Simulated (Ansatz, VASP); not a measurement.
**One calculation of Si2Ge, two programs**

The input POSCAR:

```
Si2Ge
1.0
    0.0000000000      2.8545571171      2.8545571171
    2.8545571171      0.0000000000      2.8545571171
    2.8545571171      2.8545571171      0.0000000000
Si Ge
2 1
Direct
    0.2500000000      0.2500000000      0.2500000000
    0.7500000000      0.7500000000      0.7500000000
    0.0000000000      0.0000000000      0.0000000000
```

File INCAR.step1:

```
SYSTEM = Si2Ge
  ALGO = Normal
  EDIFF = 1E-4
  ENCUT = 520
  GGA = PE
  ISMEAR = 0
  LASPH = .TRUE.
  LCHARG = .FALSE.
  LREAL = .FALSE.
  LWAVE = .TRUE.
  NBANDS = 18
  NELM = 80
  PREC = Accurate
  SIGMA = 0.1
```

The input INCAR.step2:

```
SYSTEM = Si2Ge
  ALGO = Normal
  EDIFF = 1E-6
  ENCUT = 520
  ISIF = 2
  ISMEAR = 0
  ISTART = 1
  LASPH = .TRUE.
  LCHARG = .FALSE.
  LMIXTAU = .TRUE.
  LREAL = .FALSE.
  LWAVE = .FALSE.
  METAGGA = R2SCAN
  NBANDS = 18
  NELM = 80
  PREC = Accurate
  SIGMA = 0.1
```

File KPOINTS:

```
k-points
0
G
  6 6 6
  0 0 0
```

Input for Ansatz:

```yaml
crystal:
  lattice:
    - [0.0, 2.8545571171, 2.8545571171]
    - [2.8545571171, 0.0, 2.8545571171]
    - [2.8545571171, 2.8545571171, 0.0]
  atoms:
    - { symbol: Si, position: [0.25, 0.25, 0.25] }
    - { symbol: Si, position: [0.75, 0.75, 0.75] }
    - { symbol: Ge, position: [0.0, 0.0, 0.0] }
basis:
  ecutwfc: 500
kpoints:
  mp_grid: { grid: [6, 6, 6] }
hamiltonian:
  xc: r2scan
scf:
  occupations: { method: gaussian, width: 0.1 }
  lower_state_search: "off"
output:
  forces: true
  stress: true
  eigenvalues: true
```

Alike in both runs: task single point; functional r2SCAN; k mesh 6 × 6 × 6; occupations gaussian, width 0.1 eV; no spin polarisation.

|  | VASP | Ansatz |
| --- | --- | --- |
| version | VASP 6.6.1 | Ansatz 0.2.0 |
| potentials or method | VASP PAW PBE potentials, release 64 (Si, Ge_d), cutoff 520 eV | scalar-relativistic, plane waves, PAW |
| valence electrons in the cell | 22 | 22 |

```csv
,VASP,Ansatz,Ansatz less VASP
gap on the k mesh at the Fermi level (eV),none,none,-
pressure (GPa),18.2,18.3,+0.07
```

VASP's potentials were made for PBE, not for r2SCAN. A gap of «none» marks a metal or a gap that the smearing closes. With one functional, cell and mesh, what is left measures potentials, basis and numerics.
